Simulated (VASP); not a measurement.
# SrO (P6_3mc) in VASP: a series of runs, part 2 of 2

VASP 6.6.1. The steps go on from the part before.

### 4 Single point, LDA

This run uses another cell than the first one, of 19.38 Å³/atom, 1.056 times its volume.

Input file INCAR:

```
SYSTEM = SrO
PREC = Accurate ; ENCUT = 520
EDIFF = 1E-6 ; ISMEAR = -1
SIGMA = 0.01 ; LREAL = .False.
LASPH = .True. ; NELM = 60
ALGO = Normal ; ISIF = 2
LWAVE = .False. ; LCHARG = .True.
LELF = .True. ; LVHAR = .True.
NBANDS = 24
```

Input file KPOINTS:

```
Automatic mesh
0
Gamma
  5 5 4
  0 0 0
```

Input file POSCAR:

```
SrO
1.0
    4.2029864726      0.0000000000      0.0000000000
   -2.1014932363      3.6398928909      0.0000000000
    0.0000000000      0.0000000000      5.0681951495
Sr O
2 2
Direct
    0.3333333333      0.6666666667      0.9381280000
    0.6666666667      0.3333333333      0.4381280000
    0.3333333333      0.6666666667      0.4368720000
    0.6666666667      0.3333333333      0.9368720000
```

Potentials or basis: VASP PAW LDA potentials, release 64 (Sr_sv, O).

The run is started by

```console
cat potpaw_LDA.64/Sr_sv/POTCAR potpaw_LDA.64/O/POTCAR > POTCAR
mpirun -np 1 vasp_std > vasp.out
```

OUTCAR:

```text
SYSTEM = SrO
   PREC = Accurate
   ENCUT = 520
   EDIFF = 1E-6
   ISMEAR = -1
   LREAL = .False.
   LASPH = .True.
   NELM = 60
   ISIF = 2

 ion  position               nearest neighbor table
   1  0.333  0.667  0.938-   4 2.43   4 2.43   4 2.43   3 2.53   3 2.54   2 3.51   2 3.51   2 3.51
                             2 3.51   2 3.51   2 3.51
   2  0.667  0.333  0.438-   3 2.43   3 2.43   3 2.43   4 2.53   4 2.54   1 3.51   1 3.51   1 3.51
                             1 3.51   1 3.51   1 3.51
   3  0.333  0.667  0.437-   2 2.43   2 2.43   2 2.43   1 2.53   1 2.54
   4  0.667  0.333  0.937-   1 2.43   1 2.43   1 2.43   2 2.53   2 2.54

  LATTYP: Found a hexagonal cell.
 ALAT       =     4.2029864726
 C/A-ratio  =     1.2058556892

  Lattice vectors:

 A1 = (   4.2029864726,   0.0000000000,   0.0000000000)
 A2 = (  -2.1014932363,   3.6398928909,   0.0000000000)
 A3 = (   0.0000000000,   0.0000000000,   5.0681951495)

Analysis of symmetry for initial positions (statically):
=====================================================================
 Subroutine PRICEL returns:
 Original cell was already a primitive cell.

 Routine SETGRP: Setting up the symmetry group for a
 hexagonal supercell.
[... 164 lines left out ...]

 val. band max:        0.6323248029   @ k =   0.0000   0.0000   0.0000
 cond. band min:       3.2282620108   @ k =   0.0000   0.0000   0.0000
 fundamental gap:      2.5959372079
 Fermi energy:         0.8855721175

 k-point     1 :       0.0000    0.0000    0.0000
  band No.  band energies     occupation
      1     -31.3103      2.00000
      2     -31.0950      2.00000
      3     -14.1573      2.00000
      4     -14.1258      2.00000
      5     -14.0709      2.00000
      6     -13.5827      2.00000
[... 394 lines left out ...]
     23      10.1243      0.00000
     24      10.1243      0.00000

------------------------ aborting loop because EDIFF is reached ----------------------------------------

  FORCE on cell =-STRESS in cart. coord.  units (eV):
  Direction    XX          YY          ZZ          XY          YZ          ZX
  --------------------------------------------------------------------------------------
  -------------------------------------------------------------------------------------
  Total       -0.0731366     -0.0731366     -0.1237979      0.0000000     -0.0000000      0.0000000
  in kB       -1.5112814     -1.5112812     -2.5581382      0.0000000     -0.0000000      0.0000000
  external PRESSURE =      -1.8602336 kB  Pullay stress =       0.0000000 kB

 VOLUME and BASIS-vectors are now :
 -----------------------------------------------------------------------------
  energy-cutoff  :      520.00
  volume of cell :       77.54
      direct lattice vectors                 reciprocal lattice vectors
     4.202986473  0.000000000  0.000000000     0.237926057  0.137366679  0.000000000
    -2.101493236  3.639892891  0.000000000     0.000000000  0.274733359  0.000000000
     0.000000000  0.000000000  5.068195150     0.000000000  0.000000000  0.197308898

 POSITION                                       TOTAL-FORCE (eV/Angst)
 -----------------------------------------------------------------------------------
     -0.00000      2.42660      4.75462         0.000000      0.000000     -0.015913
      2.10149      1.21330      2.22052        -0.000000     -0.000000     -0.015913
     -0.00000      2.42660      2.21415         0.000000      0.000000      0.015913
      2.10149      1.21330      4.74825        -0.000000     -0.000000      0.015913
 -----------------------------------------------------------------------------------
    total drift:                               -0.000000      0.000000      0.000067

  FREE ENERGIE OF THE ION-ELECTRON SYSTEM (eV)
  ---------------------------------------------------
  free  energy   TOTEN  =       -26.3984171085 eV

  energy  without entropy=      -26.3984171085  energy(sigma->0) =      -26.39841711
```

OSZICAR:

```text
N       E                     dE             d eps       ncg     rms          rms(c)
DAV:   1     0.190063224928E+03    0.19006E+03   -0.16480E+04   720   0.126E+03
DAV:   2    -0.187167012994E+02   -0.20878E+03   -0.19503E+03   952   0.292E+02
DAV:   3    -0.317634710628E+02   -0.13047E+02   -0.12953E+02  1128   0.663E+01
DAV:   4    -0.321564437024E+02   -0.39297E+00   -0.39270E+00  1008   0.951E+00
DAV:   5    -0.321616344742E+02   -0.51908E-02   -0.51907E-02  1040   0.103E+00    0.273E+01
DAV:   6    -0.268685930763E+02    0.52930E+01   -0.24540E+01   824   0.268E+01    0.325E+01
DAV:   7    -0.266234364247E+02    0.24516E+00   -0.19815E+00   976   0.816E+00    0.193E+01
DAV:   8    -0.264160116406E+02    0.20742E+00   -0.71611E-01   856   0.539E+00    0.329E+00
DAV:   9    -0.263969699931E+02    0.19042E-01   -0.63415E-02  1000   0.164E+00    0.546E-01
DAV:  10    -0.263988616971E+02   -0.18917E-02   -0.73412E-03   824   0.537E-01    0.316E-01
DAV:  11    -0.263983764638E+02    0.48523E-03   -0.33552E-03   944   0.341E-01    0.887E-02
DAV:  12    -0.263984312860E+02   -0.54822E-04   -0.35943E-04   888   0.106E-01    0.560E-02
DAV:  13    -0.263984164174E+02    0.14869E-04   -0.44255E-05  1048   0.430E-02    0.233E-02
DAV:  14    -0.263984171085E+02   -0.69105E-06   -0.54561E-06   920   0.138E-02
   1 F= -.26398417E+02 E0= -.26398417E+02  d E =-.528546E-13
```

Run time: 47 s. Hardware: 1 thread of AMD EPYC 7R43 (Zen 3), shared host; peak memory 0.13 GiB.

What came out:

```
Free energy            : -26.3984 eV
Pressure               : -0.2 GPa
Largest force          : 0.016 eV/Å
Band gap on the k mesh : 2.60 eV, direct
```

Forces in eV/Å, atoms in the order of the input:
```
Sr   0.000  0.000 -0.016
Sr   0.000  0.000 -0.016
O    0.000  0.000  0.016
O    0.000  0.000  0.016
```

Stress tensor (GPa, compression positive):
```
-0.15  0.00  0.00
 0.00 -0.15  0.00
 0.00  0.00 -0.26
```

Levels at points of the mesh, in eV from the valence-band top:
```csv
k point,band 12,band 13,band 14,band 15,band 16,band 17,band 18,band 19,band 20,band 21
"(0.00, 0.00, 0.00)",-1.17,-0.94,-0.94,-0.24,0.00,2.60,6.10,6.10,7.30,8.21
"(0.00, 0.00, 0.50)",-1.34,-1.19,-1.19,-1.19,-1.19,4.32,4.32,8.00,8.00,8.00
```

Expect the measured gap to be larger: semilocal functionals such as LDA lack the derivative discontinuity.

### 5 Single point, LDA

This run uses another cell than the first one, of 19.89 Å³/atom, 1.083 times its volume.

Input file INCAR:

```
PREC = Accurate
ENCUT = 520
EDIFF = 1E-6
ISMEAR = -1
SIGMA = 0.01
LREAL = False
LASPH = True
NELM = 60
ALGO = Normal
ISIF = 2
LWAVE = False
LCHARG = False
GGA = CA
NBANDS = 24
```

Input file KPOINTS:

```
regular mesh
0
Gamma
  5 5 4
```

Input file POSCAR:

```
SrO
1.0
    4.2395360156      0.0000000000      0.0000000000
   -2.1197680078      3.6715457222      0.0000000000
    0.0000000000      0.0000000000      5.1122686239
Sr O
2 2
Direct
    0.3333333333      0.6666666667      0.9381280000
    0.6666666667      0.3333333333      0.4381280000
    0.3333333333      0.6666666667      0.4368720000
    0.6666666667      0.3333333333      0.9368720000
```

The run is started by

```console
cat potpaw_LDA.64/Sr_sv/POTCAR potpaw_LDA.64/O/POTCAR > POTCAR
mpirun -np 1 vasp_std > vasp.out
```

Wall time 43 s (1 thread of AMD EPYC 7R43 (Zen 3), shared host); peak memory 0.14 GiB.

The run converged. Its results:

```yaml
Free_energy: -26.3846 eV
Pressure: -2.2 GPa
Largest_force: 0.014 eV/Å
Band_gap_on_the_k_mesh: 2.52 eV, direct
```

Forces in eV/Å, atoms in the order of the input:
```
Sr   0.000  0.000 -0.014
Sr   0.000  0.000 -0.014
O    0.000  0.000  0.014
O    0.000  0.000  0.014
```

Stress tensor (GPa, compression positive):
```
-2.10  0.00  0.00
 0.00 -2.10  0.00
 0.00  0.00 -2.43
```

Levels at points of the mesh, in eV from the valence-band top:
```
           k point  band 14  band 15  band 16  band 17  band 18  band 19
(0.00, 0.00, 0.00)    -0.92    -0.29     0.00     2.52     6.05     6.05
(0.00, 0.00, 0.50)    -1.15    -1.15    -1.15     4.24     4.24     7.88
```

### 6 Single point, LDA

This run uses another cell than the first one, of 20.40 Å³/atom, 1.111 times its volume.

Input file INCAR:

```
SYSTEM = SrO
PREC = Accurate
ENCUT = 520
EDIFF = 1E-7
ISMEAR = -1
SIGMA = 0.01
LREAL = .False.
LASPH = .True.
NELM = 60
ALGO = Normal
ISIF = 2
LWAVE = .False.
LCHARG = .True.
GGA = CA
LELF = .True.
LVHAR = .True.
NBANDS = 24
```

Input file KPOINTS:

```
regular mesh
0
Gamma
  5 5 4
  0 0 0
```

Input file POSCAR:

```
SrO
1.0
    4.2754660000      0.0000000000      0.0000000000
   -2.1377330000      3.7026620000      0.0000000000
    0.0000000000      0.0000000000      5.1555950000
Sr O
2 2
Direct
    0.3333333333      0.6666666667      0.9381280000
    0.6666666667      0.3333333333      0.4381280000
    0.3333333333      0.6666666667      0.4368720000
    0.6666666667      0.3333333333      0.9368720000
```

Potentials or basis: VASP PAW LDA potentials, release 64 (Sr_sv, O).

The run is started by

```console
cat potpaw_LDA.64/Sr_sv/POTCAR potpaw_LDA.64/O/POTCAR > POTCAR
mpirun -np 1 vasp_std > vasp.out
```

Run time: 56 s. Hardware: 1 thread of AMD EPYC 7R43 (Zen 3), shared host; peak memory 0.14 GiB.

It converged, with:

| Quantity | Value |
| --- | --- |
| Free energy | -26.3465 eV |
| Pressure | -3.9 GPa |
| Largest force | 0.012 eV/Å |
| Band gap on the k mesh | 2.45 eV, direct |

Forces on the atoms (eV/Å):
```
Sr   0.000  0.000 -0.012
Sr   0.000  0.000 -0.012
O    0.000  0.000  0.012
O    0.000  0.000  0.012
```

Stress tensor (GPa, compression positive):
```
-3.78  0.00  0.00
 0.00 -3.78  0.00
 0.00  0.00 -4.29
```

Levels at points of the mesh, in eV from the valence-band top:
| k point | band 14 | band 15 | band 16 | band 17 | band 18 | band 19 |
| --- | --- | --- | --- | --- | --- | --- |
| (0.00, 0.00, 0.00) | -0.90 | -0.33 | 0.00 | 2.45 | 5.99 | 5.99 |
| (0.00, 0.00, 0.50) | -1.11 | -1.11 | -1.11 | 4.16 | 4.16 | 7.76 |

### 7 The runs side by side

```tsv
cell	gap on the mesh (eV)	pressure (GPa)	largest force (eV/Å)
a = 4.128, b = 4.128, c = 4.978 Å, angles 90.0, 90.0, 120.0°, 4 atoms	2.75	4.9	0.02
a = 4.166, b = 4.166, c = 5.023 Å, angles 90.0, 90.0, 120.0°, 4 atoms	2.67	2.2	0.02
a = 4.203, b = 4.203, c = 5.068 Å, angles 90.0, 90.0, 120.0°, 4 atoms	2.60	-0.2	0.02
a = 4.240, b = 4.240, c = 5.112 Å, angles 90.0, 90.0, 120.0°, 4 atoms	2.52	-2.2	0.01
a = 4.275, b = 4.275, c = 5.156 Å, angles 90.0, 90.0, 120.0°, 4 atoms	2.45	-3.9	0.01
```

Alike in all rows: task single point; level LDA; potentials or basis VASP PAW LDA potentials, release 64 (Sr_sv, O); no spin polarisation; k mesh 5 × 5 × 4; cutoff (eV) 520; smearing fermi-dirac 0.01 eV.

Total energies depend on the potentials used, so only differences within one code and one set of settings carry meaning.
